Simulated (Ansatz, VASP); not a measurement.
# TiO2: VASP beside Ansatz

```
CELL_PARAMETERS angstrom
2.69964 -2.69972 -0.01974
2.69964 2.69972 -0.01974
-2.66230 0.00000 4.90743
ATOMIC_POSITIONS crystal
Ti 0.12507 0.87493 0.25000
Ti 0.87493 0.12507 0.75000
O 0.33024 0.08041 0.66058
O 0.66976 0.91959 0.33942
O 0.91959 0.66976 0.83942
O 0.08041 0.33024 0.16058
```

Alike in both runs: functional PBE; k mesh 6 × 6 × 6; occupations gaussian, width 0.02 eV; no spin polarisation; Hubbard terms Ti d U = 4.0 eV.

Ansatz relaxed the structure, and its values are those at the end. VASP's run is a single point on that final structure, the one shown.

|  | VASP | Ansatz |
| --- | --- | --- |
| version | VASP 6.6.1 | Ansatz 0.2.0 |
| potentials or method | VASP PAW PBE potentials, release 64 (Ti_sv, O), cutoff 520 eV | scalar-relativistic, plane waves, PAW |
| valence electrons in the cell | 48 | 48 |

Ansatz gave:

| Item | Value |
| --- | --- |
| gap on the k mesh at the Fermi level (eV) | 2.68 |
| least direct gap on the mesh (eV) | 2.92 |
| pressure (GPa) | 0.0 |
| rms of the force components (eV/Å) | 0.000 |

**Question.** Which values does VASP return?

**Answer.** gap on the k mesh at the Fermi level (eV): 2.72; least direct gap on the mesh (eV): 2.97; pressure (GPa): 4.2; rms of the force components (eV/Å): 0.071.

The programs project onto different local orbitals, so the same U acts differently, and such runs can settle in different states.
